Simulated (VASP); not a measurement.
# Si8SbO15 (a cell with a defect) in VASP: electric field gradients with PBE

Aim: the electric field gradients of Si8SbO15 (a cell with a defect) with PBE.

All numbers are computed with VASP 6.6.1; they aren't measurements. Logs are shortened: lines on timing, memory, paths and dates and some standing lists are left out, and cuts for length are marked.

### 1 The cell of the first run

The cell holds a defect, 24 atoms: a = 7.311 Å, b = 7.007 Å, c = 10.127 Å, α = 90.00°, β = 136.22°, γ = 90.00°.

### 2 Electric field gradients, PBE

The input, INCAR:

```
PREC = Accurate
ENCUT = 520
EDIFF = 1E-8
ISMEAR = -1
SIGMA = 0.01
LREAL = Auto
LASPH = T
NELM = 100
ALGO = Normal
ISIF = 2
LWAVE = F
LCHARG = F
GGA = PE
LEFG = T
NELECT = 128.0
NBANDS = 82
```

The input, KPOINTS:

```
regular mesh
0
Gamma
  4 4 4
```

The input, POSCAR:

```
Si8SbO15
1.0
    0.0000000000      0.0000000000      7.3113424844
    4.9545809254     -4.9545809254      0.0000000000
    4.9545809254      4.9545809254     -7.3113424844
Si Sb O
8 1 15
Direct
    0.0000000000      0.0000000000      0.0000000000
    0.0000000000      0.0000000000      0.5000000000
    0.5000000000      0.5000000000      0.0000000000
    0.5000000000      0.5000000000      0.5000000000
    0.5000000000      0.7500000000      0.2500000000
    0.5000000000      0.7500000000      0.7500000000
    0.0000000000      0.2500000000      0.2500000000
    0.0000000000      0.2500000000      0.7500000000
    0.2983930650      0.9233930650      0.1733930650
    0.2983930650      0.9233930650      0.6733930650
    0.7983930650      0.4233930650      0.1733930650
    0.7983930650      0.4233930650      0.6733930650
    0.7983930650      0.8266069350      0.4233930650
    0.7983930650      0.8266069350      0.9233930650
    0.2983930650      0.3266069350      0.4233930650
    0.2983930650      0.3266069350      0.9233930650
    0.4516069350      0.6733930650      0.0766069350
    0.4516069350      0.6733930650      0.5766069350
    0.9516069350      0.1733930650      0.0766069350
    0.9516069350      0.1733930650      0.5766069350
    0.4516069350      0.5766069350      0.3266069350
    0.4516069350      0.5766069350      0.8266069350
    0.9516069350      0.0766069350      0.3266069350
    0.9516069350      0.0766069350      0.8266069350
```

Potentials or basis: VASP PAW PBE potentials, release 64 (Si, Sb, O).

Run with:

```sh
cat potpaw_PBE.64/Si/POTCAR potpaw_PBE.64/Sb/POTCAR potpaw_PBE.64/O/POTCAR > POTCAR
mpirun -np 1 vasp_std > vasp.out
```

OUTCAR:

```text
PREC = Accurate
   ENCUT = 520
   EDIFF = 1E-8
   ISMEAR = -1
   LREAL = Auto
   LASPH = T
   NELM = 100
   ISIF = 2
   GGA = PE
   NELECT = 128.0

 ion  position               nearest neighbor table
   1  0.000  0.000  0.000-   9 1.61  14 1.61  19 1.61  24 1.61   7 3.08   8 3.08   5 3.08   6 3.08

   2  0.000  0.000  0.500-  10 1.61  13 1.61  20 1.61  23 1.61   7 3.08   8 3.08   6 3.08   5 3.08

   3  0.500  0.500  0.000-  11 1.61  16 1.61  17 1.61  22 1.61   6 3.08   7 3.08   5 3.08   8 3.08
[... 16 lines left out ...]
  13  0.798  0.827  0.423-   2 1.61   5 1.61   9 2.62
  14  0.798  0.827  0.923-   1 1.61   6 1.61   9 2.62
  15  0.298  0.327  0.423-   4 1.61   7 1.61
  16  0.298  0.327  0.923-   3 1.61   8 1.61
  17  0.452  0.673  0.077-   3 1.61   5 1.61   9 2.62
  18  0.452  0.673  0.577-   4 1.61   6 1.61
  19  0.952  0.173  0.077-   1 1.61   7 1.61   9 2.62
  20  0.952  0.173  0.577-   2 1.61   8 1.61
  21  0.452  0.577  0.327-   4 1.61   5 1.61   9 2.66
  22  0.452  0.577  0.827-   3 1.61   6 1.61
  23  0.952  0.077  0.327-   2 1.61   7 1.61
  24  0.952  0.077  0.827-   1 1.61   8 1.61   9 2.66

 -----------------------------------------------------------------------------
|                                                                             |
|           W    W    AA    RRRRR   N    N  II  N    N   GGGG   !!!           |
|           W    W   A  A   R    R  NN   N  II  NN   N  G    G  !!!           |
|           W    W  A    A  R    R  N N  N  II  N N  N  G       !!!           |
|           W WW W  AAAAAA  RRRRR   N  N N  II  N  N N  G  GGG   !            |
|           WW  WW  A    A  R   R   N   NN  II  N   NN  G    G                |
|           W    W  A    A  R    R  N    N  II  N    N   GGGG   !!!           |
|                                                                             |
|     The distance between some ions is very small. Please check the          |
|     nearest-neighbor list in the OUTCAR file.                               |
|     I HOPE YOU KNOW WHAT YOU ARE DOING!                                     |
|                                                                             |
 -----------------------------------------------------------------------------

  LATTYP: Found a simple tetragonal cell.
 ALAT       =     7.0068355406
 C/A-ratio  =     1.0434585544

  Lattice vectors:

 A1 = (   4.9545809254,   4.9545809254,   0.0000000000)
 A2 = (   4.9545809254,  -4.9545809254,   0.0000000000)
 A3 = (   0.0000000000,   0.0000000000,  -7.3113424844)

Analysis of symmetry for initial positions (statically):
=====================================================================
 Subroutine PRICEL returns:
 Original cell was already a primitive cell.

 Routine SETGRP: Setting up the symmetry group for a
 simple tetragonal supercell.

 Subroutine GETGRP returns: Found  2 space group operations
 (whereof  1 operations were pure point group operations)
 out of a pool of 16 trial point group operations.

The static configuration has the point symmetry C_1 .
 The point group associated with its full space group is C_2 .

Analysis of symmetry for dynamics (positions and initial velocities):
=====================================================================
 Subroutine PRICEL returns:
 Original cell was already a primitive cell.

 Routine SETGRP: Setting up the symmetry group for a
 simple tetragonal supercell.

 Subroutine GETGRP returns: Found  2 space group operations
 (whereof  1 operations were pure point group operations)
 out of a pool of 16 trial point group operations.

The dynamic configuration has the point symmetry C_1 .
 The point group associated with its full space group is C_2 .

 Subroutine INISYM returns: Found  2 space group operations
 (whereof  1 operations are pure point group operations),
 and found     1 'primitive' translations

----------------------------------------------------------------------------------------

                                     Primitive cell

  volume of cell :     358.9558

  direct lattice vectors                    reciprocal lattice vectors
[... 142 lines left out ...]
   NUPDOWN=      -1.0000    fix difference up-down
   EMIN   =  10.00;   EMAX   =-10.00  energy-range for DOS
   EFERMI =   0.00;   METHOD = LEGACY
   ISMEAR =    -1;   SIGMA  =   0.01  broadening in eV -4-tet -1-fermi 0-gaus
   EFERMI_NEDOS =   21; number of points for ismear=-14 and -15
   IALGO  =     38    algorithm
   IMIX   =      4    mixing-type and parameters
     AMIX     =   0.40;   BMIX     =  1.00
     AMIX_MAG =   1.60;   BMIX_MAG =  1.00
  volume/ion in A,a.u.               =      14.96       100.93
  Fermi-wavevector in a.u.,A,eV,Ry     =   1.160908  2.193798 18.336674  1.347708
  Thomas-Fermi vector in A             =   2.297486
   LORBIT       =      0    0 simple, 1 ext, 2 COOP (PROOUT), +10 PAW based schemes
   GGA     = PE    functional components
   LHFCALC =     F    Hartree Fock is set to
   AEXX    =    0.0000 exact exchange contribution
   IVDW    =     0    specifies the selected vdW correction
   LEPSILON=     F    determine dielectric tensor
   LRPA    =     F    only Hartree local field effects (RPA)
 non-spin polarized calculation
  energy-cutoff  :      520.00
  volume of cell :      358.96
 maximum number of plane-waves:      9732
   NGX = 27   NGY = 27   NGZ = 37

 number of electron     128.0000009 magnetization

 Free energy of the ion-electron system (eV)
  ---------------------------------------------------
  ext. energy  EPLUGINS =         0.00000000
  ---------------------------------------------------
  free energy    TOTEN  =      -150.04582595 eV

  energy without entropy =     -150.04582595  energy(sigma->0) =     -150.04582595

 E-fermi :   3.7914     XC(G=0):  -8.4752

 val. band max:        3.5384973138   @ k =   0.2500   0.2500   0.5000
 cond. band min:       6.3125973441   @ k =   0.0000   0.0000   0.0000
 fundamental gap:      2.7741000303
 Fermi energy:         3.7914495544

 k-point     1 :       0.0000    0.0000    0.0000
  band No.  band energies     occupation
      1     -19.0732      2.00000
      2     -18.2825      2.00000
      3     -18.2662      2.00000
      4     -18.2348      2.00000
      5     -18.2232      2.00000
      6     -17.7907      2.00000
[... 1885 lines left out ...]
     75      10.0512      0.00000
     76      10.1426      0.00000
 [bands above 76 left out]

------------------------ aborting loop because EDIFF is reached ----------------------------------------

  FORCE on cell =-STRESS in cart. coord.  units (eV):
  Direction    XX          YY          ZZ          XY          YZ          ZX
  --------------------------------------------------------------------------------------
  -------------------------------------------------------------------------------------
  Total       40.7728678    131.4303547     83.8870022      0.0000000     78.9301596      0.0000000
  in kB      181.9872090    586.6313741    374.4245192      0.0000000    352.2999547      0.0000000
  external PRESSURE =     381.0143674 kB  Pullay stress =       0.0000000 kB

 VOLUME and BASIS-vectors are now :
 -----------------------------------------------------------------------------
  energy-cutoff  :      520.00
  volume of cell :      358.96
      direct lattice vectors                 reciprocal lattice vectors
     0.000000000  0.000000000  7.311342484     0.100916709  0.100916709  0.136773787
     4.954580925 -4.954580925  0.000000000     0.100916709 -0.100916709  0.000000000
     4.954580925  4.954580925 -7.311342484     0.100916709  0.100916709  0.000000000

 POSITION                                       TOTAL-FORCE (eV/Angst)
 -----------------------------------------------------------------------------------
      0.00000      0.00000      0.00000       -12.456850    -35.149381    -25.969845
      2.47729      2.47729     -3.65567        -0.937493      0.208123     -0.611915
      2.47729     -2.47729      3.65567         0.468165      0.021655     -0.314940
      4.95458      0.00000      0.00000        -0.372195     -0.611997      0.627250
      4.95458     -2.47729      1.82784       -12.456850     35.149381     25.969845
      7.43187      0.00000     -1.82784         0.468165     -0.021655      0.314940
[... 16 lines left out ...]
      1.99776      1.23865      4.56959        -0.037969      0.000000     -0.000000
      4.47505      3.71594      0.91392        -1.322464     -3.271852      0.197234
 -----------------------------------------------------------------------------------
    total drift:                                0.001546     -0.000023     -0.000085

  FREE ENERGIE OF THE ION-ELECTRON SYSTEM (eV)
  ---------------------------------------------------
  free  energy   TOTEN  =      -150.0458259480 eV

  energy  without entropy=     -150.0458259480  energy(sigma->0) =     -150.04582595

 Electric field gradients (V/A^2)
---------------------------------------------------------------------
 ion       V_xx      V_yy      V_zz      V_xy      V_xz      V_yz
---------------------------------------------------------------------
   1      36.839   -36.777    -0.062   -34.027   -25.123   -61.790
   2      -1.274     0.964     0.310     1.807    -2.085     0.793
   3      -4.889     4.542     0.347     1.702     4.742    -1.289
   4       1.995    -0.009    -1.986    -0.897     2.072     2.541
   5      36.839   -36.777    -0.062    34.028    25.123   -61.789
   6      -4.889     4.542     0.347    -1.702    -4.742    -1.289
[... 16 lines left out ...]
  23     -33.589    39.800    -6.211    -0.001     0.000   -65.751
  24     -33.367    22.417    10.951   -15.919    -1.503   -67.143
---------------------------------------------------------------------

 Electric field gradients after diagonalization (V/A^2)
 (convention: |V_zz| > |V_xx| > |V_yy|)
----------------------------------------------------------------------
 ion       V_xx      V_yy      V_zz     asymmetry (V_yy - V_xx)/ V_zz
----------------------------------------------------------------------
   1      50.284    46.030   -96.314       0.044
   2       2.118     1.431    -3.549       0.193
   3       4.932     3.113    -8.045       0.226
   4       2.895     1.590    -4.486       0.291
   5      50.285    46.030   -96.314       0.044
   6       4.932     3.113    -8.045       0.226
[... 16 lines left out ...]
  23     -52.864   -33.589    86.454       0.223
  24     -56.908   -28.140    85.048       0.338
----------------------------------------------------------------------

           NMR quadrupolar parameters

 Cq : quadrupolar parameter    Cq=e*Q*V_zz/h
 eta: asymmetry parameters     (V_yy - V_xx)/ V_zz
 Q  : nuclear electric quadrupole moment in mb (millibarn)
----------------------------------------------------------------------
 ion       Cq(MHz)       eta       Q (mb)
----------------------------------------------------------------------
   1      -0.233       0.044       1.000
   2      -0.009       0.193       1.000
   3      -0.019       0.226       1.000
   4      -0.011       0.291       1.000
   5      -0.233       0.044       1.000
   6      -0.019       0.226       1.000
[... 16 lines left out ...]
  23       0.209       0.223       1.000
  24       0.206       0.338       1.000
----------------------------------------------------------------------
```

It took 15 min on 1 thread of Intel Xeon 6975P-C (Granite Rapids), shared host; peak memory 0.78 GiB.

What came out:

```
Free energy   : -150.0458 eV
Largest force : 45.443 eV/Å
```

Forces in eV/Å, atoms in the order of the input:
```
Si  -12.457 -35.149 -25.970
Si   -0.937   0.208  -0.612
Si    0.468   0.022  -0.315
Si   -0.372  -0.612   0.627
Si  -12.457  35.149  25.970
Si    0.468  -0.022   0.315
Si   -0.937  -0.208   0.612
Si   -0.372   0.612  -0.627
Sb   30.433   0.000   0.000
O     0.396  -0.063   0.013
O     0.396   0.063  -0.013
O     0.477   0.000   0.000
O     1.300   2.685   2.927
O    -2.342  -0.750  -2.379
O     0.205   0.332  -0.244
O    -0.114   0.122   0.150
O    -2.342   0.750   2.379
O    -0.114  -0.122  -0.150
O     1.300  -2.685  -2.927
O     0.205  -0.332   0.244
O    -1.322   3.272  -0.197
O    -0.520   0.000   0.000
O    -0.038   0.000   0.000
O    -1.322  -3.272   0.197
```

Electric field gradients, principal values (V/Å²):
| atom | least | middle | greatest (by size) |
| --- | --- | --- | --- |
| 1 Si | 46.030 | 50.284 | -96.314 |
| 2 Si | 1.431 | 2.118 | -3.549 |
| 3 Si | 3.113 | 4.932 | -8.045 |
| 4 Si | 1.590 | 2.895 | -4.486 |
| 5 Si | 46.030 | 50.285 | -96.314 |
| 6 Si | 3.113 | 4.932 | -8.045 |
| 7 Si | 1.431 | 2.117 | -3.548 |
| 8 Si | 1.590 | 2.896 | -4.486 |
| 9 Sb | 417.595 | 541.931 | -959.526 |
| 10 O | -36.446 | -50.236 | 86.682 |
| 11 O | -36.446 | -50.236 | 86.682 |
| 12 O | -36.853 | -50.882 | 87.735 |
| 13 O | -30.823 | -60.706 | 91.529 |
| 14 O | -28.675 | -46.024 | 74.699 |
| 15 O | -35.784 | -52.238 | 88.022 |
| 16 O | -35.675 | -51.346 | 87.021 |
| 17 O | -28.675 | -46.024 | 74.699 |
| 18 O | -35.676 | -51.345 | 87.021 |
| 19 O | -30.821 | -60.707 | 91.529 |
| 20 O | -35.784 | -52.237 | 88.022 |
| 21 O | -28.141 | -56.907 | 85.048 |
| 22 O | -37.538 | -50.069 | 87.607 |
| 23 O | -33.589 | -52.864 | 86.454 |
| 24 O | -28.140 | -56.908 | 85.048 |

Caveat: the cell carries a net charge on a neutralising background, which shifts energy and pressure; the cell is charged against a uniform background, so pressure and absolute levels hang on convention; without QUAD_EFG the Cq values of the log hold for a quadrupole moment of 1 mb, not for the nuclei; spin-orbit coupling is left out, which moves the levels of the heavy elements.
